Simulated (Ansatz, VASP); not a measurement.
**One calculation of LiCl, two programs**

File POSCAR:

```
LiCl
1.0
    0.0000000000      2.4819004753      2.6134800496
    2.4819004753      0.0000000000      2.6134800496
    2.4819004753      2.4819004753      0.0000000000
Li Cl
1 1
Direct
    0.0000000000      0.0000000000      0.0000000000
    0.5000000000      0.5000000000      0.5000000000
```

The input INCAR.step1:

```
SYSTEM = LiCl
ALGO = Normal ; EDIFF = 1E-4
ENCUT = 520 ; GGA = PE
ISMEAR = 0 ; LASPH = .True.
LCHARG = .False. ; LREAL = .False.
LWAVE = .True. ; NBANDS = 12
NELM = 60 ; PREC = Accurate
SIGMA = 0.01
```

The input INCAR.step2:

```
SYSTEM = LiCl
ALGO = Normal ; EDIFF = 1E-6
ENCUT = 520 ; ISIF = 2
ISMEAR = 0 ; ISTART = 1
LASPH = .True. ; LCHARG = .False.
LMIXTAU = .True. ; LREAL = .False.
LWAVE = .False. ; METAGGA = R2SCAN
NBANDS = 12 ; NELM = 60
PREC = Accurate ; SIGMA = 0.01
```

File KPOINTS:

```
k-points
0
Gamma
  8 8 8
  0 0 0
```

Input for Ansatz:

```yaml
crystal:
  lattice:
    - [0.0, 2.4819004753, 2.6134800496]
    - [2.4819004753, 0.0, 2.6134800496]
    - [2.4819004753, 2.4819004753, 0.0]
  atoms:
    - { symbol: Li, position: [0.0, 0.0, 0.0] }
    - { symbol: Cl, position: [0.5, 0.5, 0.5] }
kpoints:
  mp_grid: { grid: [8, 8, 8] }
  band_path:
    path:
      - [0.0, 0.0, 0.0]
      - [0.5, 0.0, 0.5]
      - [0.625, 0.25, 0.625]
      - [0.375, 0.375, 0.75]
      - [0.5, 0.5, 0.5]
      - [0.5, 0.25, 0.75]
    npoints: 1
hamiltonian:
  xc: r2scan
scf:
  occupations: { method: fixed }
  n_extra_bands: 4
output:
  forces: true
  stress: true
  eigenvalues: true
  write_density: true
  write_potential: true
  elf: true
  volumetric_format: npy
```

Change from the starting cell: epitaxial_xy strain -2.9%.

Alike in both runs: task single point; functional r2SCAN; k mesh 8 × 8 × 8; no spin polarisation.

|  | VASP | Ansatz |
| --- | --- | --- |
| version | VASP 6.6.1 | Ansatz 0.2.0 |
| potentials or method | VASP PAW PBE potentials, release 64 (Li_sv, Cl) | plane waves, PAW |
| plane-wave cutoff (eV) | 520 | 500 |
| occupations | gaussian, width 0.01 eV | fixed |
| valence electrons in the cell | 10 | 10 |

```csv
,VASP,Ansatz,Ansatz less VASP
gap on the k mesh at the Fermi level (eV),7.50,7.45,-0.052
```

VASP's potentials were made for PBE, not for r2SCAN.

Noted on VASP's run: the cutoff is short for stress, so the pressure is rough.
